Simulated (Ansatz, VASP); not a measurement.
# Two plane-wave programs on Al2Ru

The input INCAR:

```
SYSTEM = Al2Ru
PREC = Accurate ; ENCUT = 520
EDIFF = 1E-7 ; ISMEAR = 0
SIGMA = 0.03 ; LREAL = .False.
LASPH = .True. ; NELM = 60
ALGO = Normal ; ISIF = 2
LWAVE = .False. ; LCHARG = .False.
GGA = CA ; NBANDS = 29
```

Contents of KPOINTS:

```
Automatic mesh
0
Gamma
  10 10 10
  0 0 0
```

Contents of POSCAR:

```
Al2Ru
1.0
    0.0000000000      3.9401297448      4.3316818152
    2.5413378469      0.0000000000      4.3316818152
    2.5413378469      3.9401297448      0.0000000000
Al Ru
4 2
Direct
    0.0788992938      0.4211007062      0.0788992938
    0.4211007062      0.0788992938      0.4211007062
    0.1711007062      0.8288992938      0.1711007062
    0.8288992938      0.1711007062      0.8288992938
    0.7500000000      0.7500000000      0.7500000000
    0.5000000000      0.5000000000      0.5000000000
```

Input for Ansatz:

```yaml
crystal:
  lattice:
    - [0.0, 3.9401297448, 4.3316818152]
    - [2.5413378469, 0.0, 4.3316818152]
    - [2.5413378469, 3.9401297448, 0.0]
  atoms:
    - { symbol: Al, position: [0.0788992938, 0.4211007062, 0.0788992938] }
    - { symbol: Al, position: [0.4211007062, 0.0788992938, 0.4211007062] }
    - { symbol: Al, position: [0.1711007062, 0.8288992938, 0.1711007062] }
    - { symbol: Al, position: [0.8288992938, 0.1711007062, 0.8288992938] }
    - { symbol: Ru, position: [0.75, 0.75, 0.75] }
    - { symbol: Ru, position: [0.5, 0.5, 0.5] }
basis:
  ecutwfc: 420
kpoints:
  mp_grid: { grid: [10, 10, 10] }
hamiltonian:
  xc: lda
  pseudopotentials: { kind: paw, azcp: { folder: soft_1 } }
scf:
  occupations: { method: gaussian, width: 0.03 }
output:
  forces: true
  stress: true
  eigenvalues: true
```

Change from the starting cell: volume 14.458 Å^3 an atom, stretch along a over the lengths across it, relative to the relaxed cell 1.0947.

Alike in both runs: task single point; functional LDA; k mesh 10 × 10 × 10; occupations gaussian, width 0.03 eV; no spin polarisation.

|  | VASP | Ansatz |
| --- | --- | --- |
| version | VASP 6.6.1 | Ansatz 0.2.0 |
| potentials or method | VASP PAW LDA potentials, release 64 (Al, Ru_pv), cutoff 520 eV | scalar-relativistic, plane waves, PAW |
| valence electrons in the cell | 40 | 44 |

```tsv
	VASP	Ansatz	Ansatz less VASP
gap on the k mesh at the Fermi level (eV)	0.37	0.37	+0.002
least direct gap on the mesh (eV)	1.06	1.06	-0.001
pressure (GPa)	-11.2	-11.5	-0.33
traceless stress, the component that is largest in VASP (GPa)	-13.67	-13.64	+0.036
rms of the force components (eV/Å)	0.232	0.236	+0.0047
```

Ansatz warns that its potentials were made for another functional, while VASP's fit it. LDA's correlation is that of Perdew and Zunger in VASP and of Perdew and Wang (1992) in Ansatz. Atom by atom the forces differ by 0.005 eV/Å (rms over components). VASP's potentials hold 40 valence electrons a cell and Ansatz's 44, so a difference there can come from the potentials and not from the codes.
